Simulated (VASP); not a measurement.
# GaN (P1) in VASP: relaxation of cell and atoms with LDA

Aim: the relaxation of cell and atoms of GaN with LDA.

Everything below comes from runs of VASP 6.6.1. Logs are shortened: lines on timing, memory, paths and dates and some standing lists are left out, and cuts for length are marked.

**1. The cell of the first run**

The typed cell holds 4 atoms: a = 3.152 Å, b = 3.152 Å, c = 5.138 Å, α = 90.00°, β = 90.00°, γ = 120.00°.

**2. Relaxation of cell and atoms, LDA**

File INCAR:

```
PREC     = Accurate       # precision mode
ENCUT    = 600            # plane-wave cutoff, eV
EDIFF    = 1E-7           # SCF threshold, eV
ISMEAR   = 0              # smearing method
SIGMA    = 0.05           # smearing width, eV
LREAL    = F              # projectors in reciprocal space
LASPH    = T              # aspherical terms in the spheres
NELM     = 80             # most SCF steps
ALGO     = Normal         # electronic algorithm
ISIF     = 3              # what is computed and relaxed
LWAVE    = F              # write WAVECAR
LCHARG   = F              # write CHGCAR
IBRION   = 2              # ionic algorithm
NSW      = 100            # ionic steps
EDIFFG   = -0.01          # ionic threshold
```

File KPOINTS:

```
regular mesh
0
Gamma
  12 12 4
```

File POSCAR:

```
GaN
1.0
    3.1518084855      0.0000000000      0.0000000000
   -1.5759042428      2.7295462163      0.0000000000
    0.0000000000      0.0000000000      5.1384146361
Ga N
2 2
Direct
    0.3399307554      0.6749744496      0.9804016825
    0.6732640888      0.3416411163      0.4804016825
    0.3267359112      0.6583588837      0.3945983175
    0.6600692446      0.3250255504      0.8945983175
```

Potentials or basis: VASP PAW LDA potentials, release 64 (Ga_d, N).

Command:

```console
$ cat potpaw_LDA.64/Ga_d/POTCAR potpaw_LDA.64/N/POTCAR > POTCAR
$ mpirun -np 1 vasp_std > vasp.out
```

OUTCAR:

```text
PREC = Accurate
   ENCUT = 600
   EDIFF = 1E-7
   ISMEAR = 0
   LREAL = F
   LASPH = T
   NELM = 80
   ISIF = 3
   IBRION = 2
   NSW = 100
   EDIFFG = -0.01

 ion  position               nearest neighbor table
   1  0.340  0.675  0.980-   4 1.83   4 1.88   4 1.91   3 2.13
   2  0.673  0.342  0.480-   3 1.84   3 1.86   3 1.92   4 2.13
   3  0.327  0.658  0.395-   2 1.84   2 1.86   2 1.92   1 2.13
   4  0.660  0.325  0.895-   1 1.83   1 1.88   1 1.91   2 2.13

  LATTYP: Found a hexagonal cell.
 ALAT       =     3.1518084855
 C/A-ratio  =     1.6303067460

  Lattice vectors:

 A1 = (   3.1518084855,   0.0000000000,   0.0000000000)
 A2 = (  -1.5759042428,   2.7295462163,   0.0000000000)
 A3 = (   0.0000000000,   0.0000000000,   5.1384146361)

Analysis of symmetry for initial positions (statically):
=====================================================================
 Subroutine PRICEL returns:
 Original cell was already a primitive cell.

 Routine SETGRP: Setting up the symmetry group for a
 hexagonal supercell.

 Subroutine GETGRP returns: Found  1 space group operations
 (whereof  1 operations were pure point group operations)
 out of a pool of 24 trial point group operations.

The static configuration has the point symmetry C_1 .

Analysis of symmetry for dynamics (positions and initial velocities):
=====================================================================
 Subroutine PRICEL returns:
 Original cell was already a primitive cell.

 Routine SETGRP: Setting up the symmetry group for a
 hexagonal supercell.

 Subroutine GETGRP returns: Found  1 space group operations
 (whereof  1 operations were pure point group operations)
 out of a pool of 24 trial point group operations.

The dynamic configuration has the point symmetry C_1 .

 Subroutine INISYM returns: Found  1 space group operations
 (whereof  1 operations are pure point group operations),
 and found     1 'primitive' translations

----------------------------------------------------------------------------------------

                                     Primitive cell

  volume of cell :      44.2058

  direct lattice vectors                    reciprocal lattice vectors
     3.151808486  0.000000000  0.000000000     0.317278161  0.183180632  0.000000000
    -1.575904243  2.729546216  0.000000000     0.000000000  0.366361263  0.000000000
     0.000000000  0.000000000  5.138414636     0.000000000  0.000000000  0.194612555

  length of vectors
     3.151808486  3.151808486  5.138414636     0.366361263  0.366361263  0.194612555

  position of ions in fractional coordinates (direct lattice)
     0.339930755  0.674974450  0.980401683
     0.673264089  0.341641116  0.480401683
     0.326735911  0.658358884  0.394598317
     0.660069245  0.325025550  0.894598317

  ion indices of the primitive-cell ions
   primitive index   ion index
                 1           1
                 2           2
                 3           3
                 4           4

----------------------------------------------------------------------------------------

 KPOINTS: regular mesh

Automatic generation of k-mesh.
 Grid dimensions read from file:
 generate k-points for:   12   12    4

 Generating k-lattice:

  Cartesian coordinates                     Fractional coordinates (reciprocal lattice)
     0.026439847  0.015265053  0.000000000     0.083333333  0.000000000  0.000000000
     0.000000000  0.030530105  0.000000000     0.000000000  0.083333333  0.000000000
     0.000000000  0.000000000  0.048653139     0.000000000  0.000000000  0.250000000

  Length of vectors
     0.030530105  0.030530105  0.048653139

  Shift w.r.t. Gamma in fractional coordinates (k-lattice)
     0.000000000  0.000000000  0.000000000

 Subroutine IBZKPT returns following result:
 ===========================================

 Found    292 irreducible k-points:

 Following reciprocal coordinates:
            Coordinates               Weight
  0.000000  0.000000  0.000000      1.000000
  0.083333  0.000000  0.000000      2.000000
  0.000000  0.083333  0.000000      2.000000
 -0.083333  0.083333  0.000000      2.000000
  0.166667  0.000000  0.000000      2.000000
  0.000000  0.166667  0.000000      2.000000
[... 16 lines left out ...]
  0.166667  0.083333  0.000000      2.000000
 -0.083333  0.250000  0.000000      2.000000
 [... further k-points ...]
   k-points           NKPTS =    292   k-points in BZ     NKDIM =    292   number of bands    NBANDS=     22
   number of dos      NEDOS =    301   number of ions     NIONS =      4
   total plane-waves  NPLWV =  32928
   dimension x,y,z NGX =    28 NGY =   28 NGZ =   42
   dimension x,y,z NGXF=    56 NGYF=   56 NGZF=   84
   ions per type =               2   2
   NGX,Y,Z   is equivalent  to a cutoff of  14.77, 14.77, 13.59 a.u.
   NGXF,Y,Z  is equivalent  to a cutoff of  29.54, 29.54, 27.18 a.u.
 SYSTEM =  unknown system
   PREC   = accura    normal or accurate (medium, high low for compatibility)
   ISTART =      0    job   : 0-new  1-cont  2-samecut
   ICHARG =      2    charge: 1-file 2-atom 10-const
   ISPIN  =      1    spin polarized calculation?
   LNONCOLLINEAR =      F non collinear calculations
   LSORBIT =      F    spin-orbit coupling
   LASPH  =      T    aspherical Exc in radial PAW
   ENCUT  =  600.0 eV  44.10 Ry    6.64 a.u.   6.29  6.29 10.26*2*pi/ulx,y,z
   NELM   =     80;   NELMIN=  2; NELMDL= -5     # of ELM steps
   EDIFF  = 0.1E-06   stopping-criterion for ELM
   LREAL  =      F    real-space projection
   EDIFFG = -.1E-01   stopping-criterion for IOM
   NSW    =    100    number of steps for IOM
   IBRION =      2    ionic relax: 0-MD 1-quasi-New 2-CG
   NFREE  =      1    steps in history (QN), initial steepest desc. (CG)
   ISIF   =      3    stress and relaxation
   ISYM   =      2    0-nonsym 1-usesym 2-fastsym
   POTIM  = 0.5000    time-step for ionic-motion
   TEBEG  =    0.0;   TEEND  =   0.0 temperature during run
   PSTRESS=    0.0 pullay stress
   NELECT =      36.0000    total number of electrons
   NUPDOWN=      -1.0000    fix difference up-down
   EMIN   =  10.00;   EMAX   =-10.00  energy-range for DOS
   EFERMI =   0.00;   METHOD = LEGACY
   ISMEAR =     0;   SIGMA  =   0.05  broadening in eV -4-tet -1-fermi 0-gaus
   EFERMI_NEDOS =   21; number of points for ismear=-14 and -15
   IALGO  =     38    algorithm
   IMIX   =      4    mixing-type and parameters
     AMIX     =   0.40;   BMIX     =  1.00
     AMIX_MAG =   1.60;   BMIX_MAG =  1.00
  volume/ion in A,a.u.               =      11.05        74.58
  Fermi-wavevector in a.u.,A,eV,Ry     =   1.528795  2.889003 31.799720  2.337213
  Thomas-Fermi vector in A             =   2.636504
   LORBIT       =      0    0 simple, 1 ext, 2 COOP (PROOUT), +10 PAW based schemes
   GGA     = CA    functional components
   LHFCALC =     F    Hartree Fock is set to
   AEXX    =    0.0000 exact exchange contribution
   IVDW    =     0    specifies the selected vdW correction
   LEPSILON=     F    determine dielectric tensor
   LRPA    =     F    only Hartree local field effects (RPA)
 conjugate gradient relaxation of ions
 non-spin polarized calculation
 Gauss-broadening in eV      SIGMA  =   0.05
  energy-cutoff  :      600.00
  volume of cell :       44.21
 maximum number of plane-waves:      1496
 NGX is ok and might be reduce to    28
   NGX = 13   NGY = 13   NGZ = 21

--------------------------------------- Ionic step        1  -------------------------------------------

 number of electron      36.0000007 magnetization

 Free energy of the ion-electron system (eV)
  ---------------------------------------------------
  ext. energy  EPLUGINS =         0.00000000
  ---------------------------------------------------
  free energy    TOTEN  =       -27.53426851 eV

  energy without entropy =      -27.53426851  energy(sigma->0) =      -27.53426851

------------------------ aborting loop because EDIFF is reached ----------------------------------------

  FORCE on cell =-STRESS in cart. coord.  units (eV):
  Direction    XX          YY          ZZ          XY          YZ          ZX
  --------------------------------------------------------------------------------------
  -------------------------------------------------------------------------------------
  Total        2.6688234      2.7760163     -1.6628362      0.0407790     -0.5211653     -0.1770056
  in kB       96.7277305    100.6127847    -60.2671490      1.4779755    -18.8888996     -6.4153177
  external PRESSURE =      45.6911221 kB  Pullay stress =       0.0000000 kB
[... 95 lines left out ...]
  FREE ENERGIE OF THE ION-ELECTRON SYSTEM (eV)
  ---------------------------------------------------
  free  energy   TOTEN  =       -27.8019843317 eV

  energy  without entropy=      -27.8019843317  energy(sigma->0) =      -27.80198433

[... ionic steps 4 to 9 ...]

--------------------------------------- Ionic step       10  -------------------------------------------

 number of electron      35.9999988 magnetization

------------------------ aborting loop because EDIFF is reached ----------------------------------------

  FORCE on cell =-STRESS in cart. coord.  units (eV):
  Direction    XX          YY          ZZ          XY          YZ          ZX
  --------------------------------------------------------------------------------------
  -------------------------------------------------------------------------------------
  Total       -0.0333541     -0.0295095      0.0715685      0.0014522      0.0115843      0.0039387
  in kB       -1.2031613     -1.0644796      2.5816495      0.0523846      0.4178750      0.1420795
  external PRESSURE =       0.1046695 kB  Pullay stress =       0.0000000 kB
[... 61 lines left out ...]
  energy  without entropy=      -27.9110747298  energy(sigma->0) =      -27.91107473

--------------------------------------- Ionic step       12  -------------------------------------------

 number of electron      35.9999987 magnetization

 Free energy of the ion-electron system (eV)
  ---------------------------------------------------
  ext. energy  EPLUGINS =         0.00000000
  ---------------------------------------------------
  free energy    TOTEN  =       -27.91109352 eV

  energy without entropy =      -27.91109352  energy(sigma->0) =      -27.91109352

 E-fermi :   5.6147     XC(G=0): -12.2742

 val. band max:        5.3887798783   @ k =   0.0000   0.0000   0.0000
 cond. band min:       7.5040784895   @ k =   0.0000   0.0000   0.0000
 fundamental gap:      2.1152986113
 Fermi energy:         5.6147283513

 k-point     1 :       0.0000    0.0000    0.0000
  band No.  band energies     occupation
      1     -10.7134      2.00000
      2      -9.7482      2.00000
      3      -8.1933      2.00000
      4      -8.1765      2.00000
      5      -8.1764      2.00000
      6      -8.1104      2.00000
[... 574 lines left out ...]
      6      -8.0418      2.00000
[... 14 lines left out ...]
     21      13.0832      0.00000
     22      13.6711      0.00000

 [... further k-points ...]
[... 5 lines left out ...]
  --------------------------------------------------------------------------------------
  -------------------------------------------------------------------------------------
  Total        0.0290801      0.0375507      0.0309839      0.0031799     -0.0041159     -0.0013920
  in kB        1.0492185      1.3548432      1.1179096      0.1147311     -0.1485032     -0.0502228
  external PRESSURE =       1.1739904 kB  Pullay stress =       0.0000000 kB
[... 19 lines left out ...]
  FREE ENERGIE OF THE ION-ELECTRON SYSTEM (eV)
  ---------------------------------------------------
  free  energy   TOTEN  =       -27.9110935173 eV

  energy  without entropy=      -27.9110935173  energy(sigma->0) =      -27.91109352

 reached required accuracy - stopping structural energy minimisation
```

Run time: 69 min. Hardware: 1 thread of Oxide Virtual Turin-like, shared host; peak memory 0.37 GiB.

What came out:

- Free energy: -27.9111 eV
- Relaxed volume: 11.10 Å³/atom
- Relaxed cell: a = 3.157 Å, b = 3.157 Å, c = 5.146 Å, α = 89.99°, β = 90.00°, γ = 120.01°
- Space group after relaxing (to 0.1 Å): P6_3mc (No. 186)
- Energy gained by relaxing: 94.2 meV/atom
- Ionic steps: 12
- Pressure after relaxing: 0.1 GPa
- Largest force after relaxing: 0.005 eV/Å
- Band gap on the k mesh: 2.12 eV

Forces in eV/Å, atoms in the order of the input:
```
Ga   0.001  0.002  0.005
Ga   0.001  0.002  0.005
N   -0.001 -0.002 -0.005
N    0.000 -0.002 -0.005
```

Step by step:
```csv
step,energy change (eV),largest force (eV/Å),pressure (GPa),volume (Å³)
1,0.0000,1.7212,4.57,44.21
2,-0.2286,0.6139,-7.04,46.21
3,-0.2677,0.7210,-5.13,45.64
4,-0.3254,0.3979,2.97,43.86
5,-0.3372,0.2109,0.46,44.34
6,-0.3728,0.1589,1.48,44.11
7,-0.3729,0.1537,1.47,44.11
8,-0.3760,0.0234,-1.04,44.66
9,-0.3765,0.0523,-0.38,44.52
10,-0.3768,0.0222,0.01,44.42
11,-0.3768,0.0100,-0.07,44.44
12,-0.3768,0.0054,0.12,44.41
```

Final structure:
```
Ga N
1.0
     3.15697   -0.00018    0.00020
    -1.57864    2.73370    0.00041
     0.00006    0.00018    5.14556
Ga N
2 2
Direct
  0.33330 0.66662 0.99925
  0.66663 0.33329 0.49925
  0.33338 0.66667 0.37575
  0.66670 0.33342 0.87575
```

Levels at points of the mesh, in eV from the valence-band top:
| k point | band 15 | band 16 | band 17 | band 18 | band 19 | band 20 | band 21 | band 22 |
| --- | --- | --- | --- | --- | --- | --- | --- | --- |
| (0.00, 0.00, 0.00) | -1.08 | -0.05 | 0.00 | 0.00 | 2.12 | 4.35 | 9.19 | 9.87 |
| (0.50, 0.00, 0.00) | -4.38 | -2.87 | -2.33 | -1.05 | 4.99 | 5.64 | 5.98 | 8.68 |
| (0.00, 0.50, 0.00) | -4.38 | -2.87 | -2.33 | -1.05 | 4.99 | 5.64 | 5.98 | 8.68 |
| (0.50, 0.50, 0.00) | -4.39 | -2.87 | -2.33 | -1.05 | 4.99 | 5.64 | 5.98 | 8.68 |
| (0.00, 0.00, 0.50) | -0.55 | -0.55 | -0.55 | -0.55 | 4.38 | 4.38 | 8.44 | 8.44 |
| (0.50, 0.00, 0.50) | -2.03 | -2.03 | -1.98 | -1.98 | 4.37 | 4.37 | 7.78 | 7.78 |
| (0.00, 0.50, 0.50) | -2.03 | -2.03 | -1.98 | -1.98 | 4.37 | 4.37 | 7.78 | 7.78 |
| (0.50, 0.50, 0.50) | -2.03 | -2.03 | -1.98 | -1.98 | 4.37 | 4.37 | 7.78 | 7.78 |
